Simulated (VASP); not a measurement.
Ni:

```
Ni
1.0
     0.00000    1.70472    1.70472
     1.70472    0.00000    1.70472
     1.70472    1.70472    0.00000
Ni
1
Direct
  0.00000 0.00000 0.00000
```

```yaml
Program: VASP 6.6.1
Task: relaxation of cell and atoms
Functional: PBEsol
Potentials_or_basis: VASP PAW PBE potentials, release 64 (Ni)
Cutoff: 600 eV
k_mesh: 14 × 14 × 14
Occupations: methfessel-paxton, width 0.0173 eV
Spin: no spin polarisation
```

At the start: pressure 10.2 GPa; volume 9.91 Å³/atom.

**Question.** How do energy, volume and symmetry change on relaxing?

**Answer.** Over 3 steps the energy falls by 12.3 meV/atom and the volume is 10.31 Å³/atom (+4.1 %); space group Fm-3m (No. 225, to 0.05 Å).

The path:
```
step  energy change (eV)  largest force (eV/Å)  pressure (GPa)  volume (Å³)
   1              0.0000                0.0000           10.21         9.91
   2              0.0057                0.0000          -10.32        10.84
   3             -0.0123                0.0000           -0.09        10.31
```

Final structure:
```
Ni
1.0
     0.00000    1.72772    1.72772
     1.72772    0.00000    1.72772
     1.72772    1.72772    0.00000
Ni
1
Direct
  0.00000 0.00000 0.00000
```

Caveat: the PAW data sets were made with another functional, which shifts forces and pressure a little; the run has no spin polarisation, though such a crystal can be magnetic.
